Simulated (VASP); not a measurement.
# Ag (P6_3/mmc) in VASP: notebook, part 2 of 2

VASP 6.6.1.

## (3) Relaxation of cell and atoms, BLYP

This run uses another cell than the first one, of 17.06 Å³/atom.

File INCAR:

```
  AGGAC = 1.0
  AGGAX = 1.0
  ALDAC = 0.0
  ALDAX = 1.0
  ALGO = Normal
  EDIFF = 1E-6
  EDIFFG = -0.01
  ENCUT = 600
  GGA = B5
  IBRION = 2
  ISIF = 3
  ISMEAR = -1
  LASPH = T
  LCHARG = F
  LREAL = F
  LWAVE = F
  NELM = 100
  NSW = 80
  PREC = Accurate
  SIGMA = 0.1
```

File KPOINTS:

```
k-points
0
Gamma
  12 12 7
```

File POSCAR:

```
Ag
1.0
    2.8893756962      0.0000000000      0.0000000000
   -1.4446878481      2.5022727540      0.0000000000
    0.0000000000      0.0000000000      4.7183505119
Ag
2
Direct
    0.3333333333      0.6666666667      0.2500000000
    0.6666666667      0.3333333333      0.7500000000
```

Potentials or basis: VASP PAW PBE potentials, release 64 (Ag).

Run with:

```console
> cat potpaw_PBE.64/Ag/POTCAR > POTCAR
> mpirun -np 1 vasp_std > vasp.out
```

OUTCAR:

```text
EDIFF = 1E-6
   EDIFFG = -0.01
   ENCUT = 600
   GGA = B5
   IBRION = 2
   ISIF = 3
   ISMEAR = -1
   LASPH = T
   LREAL = F
   NELM = 100
   NSW = 80
   PREC = Accurate

 ion  position               nearest neighbor table
   1  0.333  0.667  0.250-   2 2.89   2 2.89   2 2.89   2 2.89   2 2.89   2 2.89
   2  0.667  0.333  0.750-   1 2.89   1 2.89   1 2.89   1 2.89   1 2.89   1 2.89

  LATTYP: Found a hexagonal cell.
 ALAT       =     2.8893756962
 C/A-ratio  =     1.6330000000

  Lattice vectors:

 A1 = (   2.8893756962,   0.0000000000,   0.0000000000)
 A2 = (  -1.4446878481,   2.5022727540,   0.0000000000)
 A3 = (   0.0000000000,   0.0000000000,   4.7183505119)

Analysis of symmetry for initial positions (statically):
=====================================================================
 Subroutine PRICEL returns:
 Original cell was already a primitive cell.

 Routine SETGRP: Setting up the symmetry group for a
 hexagonal supercell.

 Subroutine GETGRP returns: Found 24 space group operations
 (whereof 12 operations were pure point group operations)
 out of a pool of 24 trial point group operations.

The static configuration has the point symmetry D_3d.
 The point group associated with its full space group is D_6h.

Analysis of symmetry for dynamics (positions and initial velocities):
=====================================================================
 Subroutine PRICEL returns:
 Original cell was already a primitive cell.

 Routine SETGRP: Setting up the symmetry group for a
 hexagonal supercell.

 Subroutine GETGRP returns: Found 24 space group operations
 (whereof 12 operations were pure point group operations)
 out of a pool of 24 trial point group operations.

The dynamic configuration has the point symmetry D_3d.
 The point group associated with its full space group is D_6h.

 Subroutine INISYM returns: Found 24 space group operations
 (whereof 12 operations are pure point group operations),
[... 129 lines left out ...]
  energy-cutoff  :      600.00
  volume of cell :       34.11
 maximum number of plane-waves:      1156
 NGX is ok and might be reduce to    24
   NGX = 11   NGY = 11   NGZ = 19

--------------------------------------- Ionic step        1  -------------------------------------------

 number of electron      21.9999998 magnetization

 Free energy of the ion-electron system (eV)
  ---------------------------------------------------
  ext. energy  EPLUGINS =         0.00000000
  ---------------------------------------------------
  free energy    TOTEN  =        -4.02540113 eV

  energy without entropy =       -4.00337234  energy(sigma->0) =       -4.01438674

------------------------ aborting loop because EDIFF is reached ----------------------------------------

  FORCE on cell =-STRESS in cart. coord.  units (eV):
  Direction    XX          YY          ZZ          XY          YZ          ZX
  --------------------------------------------------------------------------------------
  -------------------------------------------------------------------------------------
  Total        2.7496622      2.7496622      2.5806207      0.0000000      0.0000000      0.0000000
  in kB      129.1400838    129.1400838    121.2009166      0.0000000      0.0000000      0.0000000
  external PRESSURE =     126.4936948 kB  Pullay stress =       0.0000000 kB
[... 239 lines left out ...]
--------------------------------------- Ionic step        8  -------------------------------------------

 number of electron      21.9999996 magnetization

 Free energy of the ion-electron system (eV)
  ---------------------------------------------------
  ext. energy  EPLUGINS =         0.00000000
  ---------------------------------------------------
  free energy    TOTEN  =        -4.18446401 eV

  energy without entropy =       -4.16434066  energy(sigma->0) =       -4.17440234

 E-fermi :   7.3454     XC(G=0): -10.9101

 val. band max:        7.2867050383   @ k =   0.2500   0.1667   0.4286
 cond. band min:       7.3763056203   @ k =   0.0833   0.0833   0.1429
 fundamental gap:      0.0896005820
 Fermi energy:         7.3453503439

 k-point     1 :       0.0000    0.0000    0.0000
  band No.  band energies     occupation
      1       0.4534      2.00000
      2       1.5716      2.00000
      3       2.8397      2.00000
      4       2.8904      2.00000
      5       2.8904      2.00000
      6       3.0828      2.00000
      7       3.0828      2.00000
      8       3.3184      2.00000
      9       3.3184      2.00000
     10       4.1710      2.00000
     11       4.1710      2.00000
     12       7.4378      0.56826
     13      10.2885      0.00000
     14      22.8188      0.00000
[... 401 lines left out ...]
      2       1.8934      2.00000
      3       2.4023      2.00000
      4       2.7780      2.00000
      5       2.9432      2.00000
      6       3.0930      2.00000
      7       3.7090      2.00000
      8       3.9045      2.00000
      9       3.9433      2.00000
     10       4.2749      2.00000
     11       4.5097      2.00000
     12       9.7124      0.00000
     13      13.1365      0.00000
     14      13.6376      0.00000
     15      18.1785      0.00000

 [... further k-points ...]
[... 5 lines left out ...]
  --------------------------------------------------------------------------------------
  -------------------------------------------------------------------------------------
  Total        0.0131543      0.0131543     -0.0049787     -0.0000000     -0.0000000      0.0000000
  in kB        0.5443651      0.5443651     -0.2060322     -0.0000000     -0.0000000      0.0000000
  external PRESSURE =       0.2942326 kB  Pullay stress =       0.0000000 kB
[... 17 lines left out ...]
  FREE ENERGIE OF THE ION-ELECTRON SYSTEM (eV)
  ---------------------------------------------------
  free  energy   TOTEN  =        -4.1844640090 eV

  energy  without entropy=       -4.1643406640  energy(sigma->0) =       -4.17440234

 reached required accuracy - stopping structural energy minimisation
```

OSZICAR:

```text
N       E                     dE             d eps       ncg     rms          rms(c)
DAV:   1     0.136773985711E+03    0.13677E+03   -0.13157E+04  2280   0.164E+03
DAV:   2    -0.299266290799E+01   -0.13977E+03   -0.13450E+03  2343   0.319E+02
DAV:   3    -0.454063217022E+01   -0.15480E+01   -0.15456E+01  2798   0.403E+01
DAV:   4    -0.454482069225E+01   -0.41885E-02   -0.41883E-02  2798   0.193E+00
[... 55 lines left out ...]
DAV:   1    -0.418640331574E+01   -0.19536E-02   -0.29638E-02  2280   0.197E+00    0.287E-01
DAV:   2    -0.418449444345E+01    0.19089E-02   -0.61427E-03  2294   0.878E-01    0.805E-02
DAV:   3    -0.418446780541E+01    0.26638E-04   -0.67627E-05  2448   0.772E-02    0.558E-02
DAV:   4    -0.418446440636E+01    0.33990E-05   -0.15956E-05  2511   0.320E-02    0.502E-03
DAV:   5    -0.418446400904E+01    0.39732E-06   -0.58926E-07  1532   0.824E-03
   8 F= -.41844640E+01 E0= -.41744023E+01  d E =-.135444E-04
```

CONTCAR:

```text
Ag
   1.00000000000000
     3.0243949481144106    0.0000000000000000    0.0000000000000000
    -1.5121974740572053    2.6192028561597374    0.0000000000000000
     0.0000000000000000    0.0000000000000000    4.8874304483900497
  Ag
     2
Direct
     0.3333333332999970    0.6666666667000030    0.2500000000000000
     0.6666666667000030    0.3333333332999970    0.7500000000000000

  0.00000000E+00  0.00000000E+00  0.00000000E+00
  0.00000000E+00  0.00000000E+00  0.00000000E+00
```

Run time: 6.7 min. Hardware: 1 thread of Intel Xeon 8259CL, shared host; peak memory 0.19 GiB.

What came out:

| Property | Result |
| --- | --- |
| Free energy | -4.1845 eV |
| Relaxed volume | 19.36 Å³/atom |
| Relaxed cell | a = 3.024 Å, b = 3.024 Å, c = 4.887 Å, α = 90.00°, β = 90.00°, γ = 120.00° |
| Space group after relaxing (to 0.1 Å) | P6_3/mmc (No. 194) |
| Energy gained by relaxing | 79.5 meV/atom |
| Ionic steps | 8 |
| Pressure after relaxing | 0.0 GPa |
| Band gap on the k mesh | zero (bands 11 and 12 overlap by 6.96 eV) |

Stress tensor (GPa, compression positive):
```
 0.05  0.00  0.00
 0.00  0.05  0.00
 0.00  0.00 -0.02
```

The path:
| step | energy change (eV) | largest force (eV/Å) | pressure (GPa) | volume (Å³) |
| --- | --- | --- | --- | --- |
| 1 | 0.0000 | 0.0000 | 12.65 | 34.11 |
| 2 | -0.1299 | 0.0000 | -3.49 | 41.20 |
| 3 | -0.1587 | 0.0000 | 0.04 | 38.72 |
| 4 | -0.1587 | 0.0000 | -0.12 | 38.81 |
| 5 | -0.1589 | 0.0000 | -0.12 | 38.81 |
| 6 | -0.1590 | 0.0000 | -0.12 | 38.81 |
| 7 | -0.1590 | 0.0000 | -0.11 | 38.81 |
| 8 | -0.1591 | 0.0000 | 0.03 | 38.72 |

Final structure:
```xyz
2
Lattice="3.0244 0.0000 0.0000 -1.5122 2.6192 0.0000 0.0000 0.0000 4.8874" Properties=species:S:1:pos:R:3 pbc="T T T"
Ag    0.0000    1.7461    1.2219
Ag    1.5122    0.8731    3.6656
```

Caveat: the PAW data sets were made with another functional, which shifts forces and pressure a little.

## (4) Single point, BLYP

This run uses another cell than the first one, of 19.36 Å³/atom.

File INCAR:

```
PREC = Accurate
ENCUT = 520
EDIFF = 1E-6
ISMEAR = -1
SIGMA = 0.1
LREAL = False
LASPH = True
NELM = 100
ALGO = Normal
ISIF = 2
LWAVE = False
LCHARG = False
GGA = B5
ALDAX = 1.0
AGGAX = 1.0
AGGAC = 1.0
ALDAC = 0.0
NBANDS = 18
```

File KPOINTS:

```
regular mesh
0
Gamma
  20 20 11
```

File POSCAR:

```
Ag
1.0
    3.0257258452      0.0000000000      0.0000000000
   -1.5128629226      2.6203554469      0.0000000000
    0.0000000000      0.0000000000      4.8833325313
Ag
2
Direct
    0.3333333333      0.6666666667      0.2500000000
    0.6666666667      0.3333333333      0.7500000000
```

Potentials or basis: VASP PAW PBE potentials, release 64 (Ag).

Run with:

```console
> cat potpaw_PBE.64/Ag/POTCAR > POTCAR
> mpirun -np 1 vasp_std > vasp.out
```

OUTCAR:

```text
PREC = Accurate
   ENCUT = 520
   EDIFF = 1E-6
   ISMEAR = -1
   LREAL = False
   LASPH = True
   NELM = 100
   ISIF = 2
   GGA = B5

 ion  position               nearest neighbor table
   1  0.333  0.667  0.250-   2 3.00   2 3.00   2 3.00   2 3.00   2 3.00   2 3.00
   2  0.667  0.333  0.750-   1 3.00   1 3.00   1 3.00   1 3.00   1 3.00   1 3.00

  LATTYP: Found a hexagonal cell.
 ALAT       =     3.0257258452
 C/A-ratio  =     1.6139375413

  Lattice vectors:

 A1 = (   3.0257258452,   0.0000000000,   0.0000000000)
[... 193 lines left out ...]
      6       3.0785      2.00000
[... 481 lines left out ...]
      5       2.8646      2.00000
      6       3.0596      2.00000
[... 10 lines left out ...]
     17      20.9100      0.00000
     18      22.9947      0.00000

 [... further k-points ...]
[... 5 lines left out ...]
  --------------------------------------------------------------------------------------
  -------------------------------------------------------------------------------------
  Total       -0.0891713     -0.0891713      0.1647148      0.0000000      0.0000000      0.0000000
  in kB       -3.6900278     -3.6900278      6.8161203      0.0000000      0.0000000      0.0000000
  external PRESSURE =      -0.1879784 kB  Pullay stress =       0.0000000 kB

 VOLUME and BASIS-vectors are now :
 -----------------------------------------------------------------------------
  energy-cutoff  :      520.00
  volume of cell :       38.72
      direct lattice vectors                 reciprocal lattice vectors
     3.025725845  0.000000000  0.000000000     0.330499209  0.190813808  0.000000000
    -1.512862923  2.620355447  0.000000000     0.000000000  0.381627615  0.000000000
     0.000000000  0.000000000  4.883332531     0.000000000  0.000000000  0.204778191

 POSITION                                       TOTAL-FORCE (eV/Angst)
 -----------------------------------------------------------------------------------
     -0.00000      1.74690      1.22083        -0.000000      0.000000      0.000000
      1.51286      0.87345      3.66250         0.000000     -0.000000      0.000000
 -----------------------------------------------------------------------------------
    total drift:                               -0.000000      0.000000     -0.000000

  FREE ENERGIE OF THE ION-ELECTRON SYSTEM (eV)
  ---------------------------------------------------
  free  energy   TOTEN  =        -4.1923097885 eV

  energy  without entropy=       -4.1752002523  energy(sigma->0) =       -4.18375502
```

OSZICAR:

```text
N       E                     dE             d eps       ncg     rms          rms(c)
DAV:   1     0.124518569502E+03    0.12452E+03   -0.11629E+04  9520   0.120E+03
DAV:   2    -0.264793787654E+01   -0.12717E+03   -0.12016E+03  9836   0.260E+02
DAV:   3    -0.464568758922E+01   -0.19977E+01   -0.19916E+01 10992   0.368E+01
DAV:   4    -0.465228875540E+01   -0.66012E-02   -0.66006E-02 10618   0.208E+00
DAV:   5    -0.465235323737E+01   -0.64482E-04   -0.64481E-04 10556   0.220E-01    0.525E+00
DAV:   6    -0.420718852873E+01    0.44516E+00   -0.12383E+00  9976   0.114E+01    0.324E+00
DAV:   7    -0.419719846880E+01    0.99901E-02   -0.12131E-02 10308   0.980E-01    0.192E+00
DAV:   8    -0.419228276749E+01    0.49157E-02   -0.87120E-04 10004   0.289E-01    0.696E-02
DAV:   9    -0.419230114078E+01   -0.18373E-04   -0.24843E-05 11064   0.424E-02    0.226E-02
DAV:  10    -0.419230970806E+01   -0.85673E-05   -0.82781E-06 10342   0.270E-02    0.166E-03
DAV:  11    -0.419230978850E+01   -0.80438E-07   -0.10705E-07  5562   0.286E-03
   1 F= -.41923098E+01 E0= -.41837550E+01  d E =-.171095E-01
```

stdout:

```text
POSCAR found type information on POSCAR Ag
 POSCAR found :  1 types and       2 ions
 scaLAPACK will be used
 -----------------------------------------------------------------------------
|                                                                             |
|                                                                             |
|     You enforced a specific xc type in the INCAR file but a different       |
|     I HOPE YOU KNOW WHAT YOU ARE DOING!                                     |
|                                                                             |
 -----------------------------------------------------------------------------

 LDA part: xc-table for (Slater(with rela. corr.)+VWN5), standard interpolation
 POSCAR, INCAR and KPOINTS ok, starting setup
 FFT: planning ... GRIDC
 FFT: planning ... GRID_SOFT
 FFT: planning ... GRID
 WAVECAR not read
 entering main loop
```

Run time: 3.2 min. Hardware: 1 thread of Intel Xeon 8259CL, shared host; peak memory 0.27 GiB.

What came out:

| Quantity | Value |
| --- | --- |
| Free energy | -4.1923 eV |
| Pressure | 0.0 GPa |
| Band gap on the k mesh | zero (bands 11 and 12 overlap by 6.78 eV) |

Stress tensor (GPa, compression positive):
```
-0.37  0.00  0.00
 0.00 -0.37  0.00
 0.00  0.00  0.68
```

Levels at points of the mesh, in eV from the Fermi level:
```csv
k point,band 8,band 9,band 10,band 11,band 12,band 13,band 14,band 15
"(0.00, 0.00, 0.00)",-4.05,-4.05,-3.20,-3.20,0.08,2.94,15.44,16.41
"(0.50, 0.00, 0.00)",-3.12,-3.03,-3.00,0.13,1.11,6.29,6.64,8.16
```

Caveat: the PAW data sets were made with another functional, which shifts forces and pressure a little.

## (5) Summary

| task | cell | k mesh | cutoff (eV) | gap on the mesh (eV) | pressure (GPa) |
| --- | --- | --- | --- | --- | --- |
| single point | a = 3.142, b = 3.142, c = 5.071 Å, angles 90.0, 90.0, 120.0°, 2 atoms | 13 × 13 × 7 | 520 | none | -5.6 |
| relaxation of cell and atoms | relaxed from a = 2.889, b = 2.889, c = 4.718 Å, angles 90.0, 90.0, 120.0°, 2 atoms | 12 × 12 × 7 | 600 | none | 0.0 |
| single point | a = 3.026, b = 3.026, c = 4.883 Å, angles 90.0, 90.0, 120.0°, 2 atoms | 20 × 20 × 11 | 520 | none | 0.0 |

Alike in all rows: level BLYP; potentials or basis VASP PAW PBE potentials, release 64 (Ag); no spin polarisation; smearing fermi-dirac 0.1 eV.

Caveats: the PAW data sets were made with another functional, which shifts forces and pressure a little; the cell stands under tension (at least some runs).

Total energies depend on the potentials used, so only differences within one code and one set of settings carry meaning.

The gap in the log of VASP goes by the Fermi energy; the results here count the filled bands.